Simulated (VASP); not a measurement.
Set up this calculation in VASP 6.6.1, as the native input.

```
Task                   : single point
Functional             : PBE
Potentials or basis    : VASP PAW PBE potentials, release 64 (Ca_sv, O)
Cutoff                 : 600 eV
k mesh                 : 6 × 6 × 6
Occupations            : gaussian, width 0.01 eV
Spin                   : no spin polarisation
Dipole correction      : no
Further INCAR settings : ALGO = Normal; EDIFF = 1e-06; NBANDS = 15
```

The structure of CaO lies in POSCAR:

```
CaO
1.0
    0.0000000000      2.3975473901      2.3975473901
    2.3975473901      0.0000000000      2.3975473901
    2.3975473901      2.3975473901      0.0000000000
Ca O
1 1
Direct
    0.0000000000      0.0000000000      0.0000000000
    0.5000000000      0.5000000000      0.5000000000
```

These files were run (other wordings do the same):

INCAR

```
SYSTEM = CaO
PREC = Accurate
ENCUT = 600
EDIFF = 1E-6
ISMEAR = 0
SIGMA = 0.01
LREAL = .FALSE.
LASPH = .TRUE.
NELM = 120
ALGO = Normal
ISIF = 2
LWAVE = .FALSE.
LCHARG = .FALSE.
GGA = PE
NBANDS = 15
GGA_COMPAT = .FALSE.
```

KPOINTS

```
regular mesh
0
G
  6 6 6
  0 0 0
```

Potentials or basis: VASP PAW PBE potentials, release 64 (Ca_sv, O).

Launch:

```bash
$ cat potpaw_PBE.64/Ca_sv/POTCAR potpaw_PBE.64/O/POTCAR > POTCAR
$ mpirun -np 1 vasp_std > vasp.out
```

It gave:

| Property | Result |
| --- | --- |
| Pressure | 2.9 GPa |
| Band gap on the k mesh | 3.63 eV (least direct gap 4.01 eV) |

It took 16 s on 1 thread of Intel Xeon 8259CL, with other jobs on the host, peak memory 0.16 GiB.
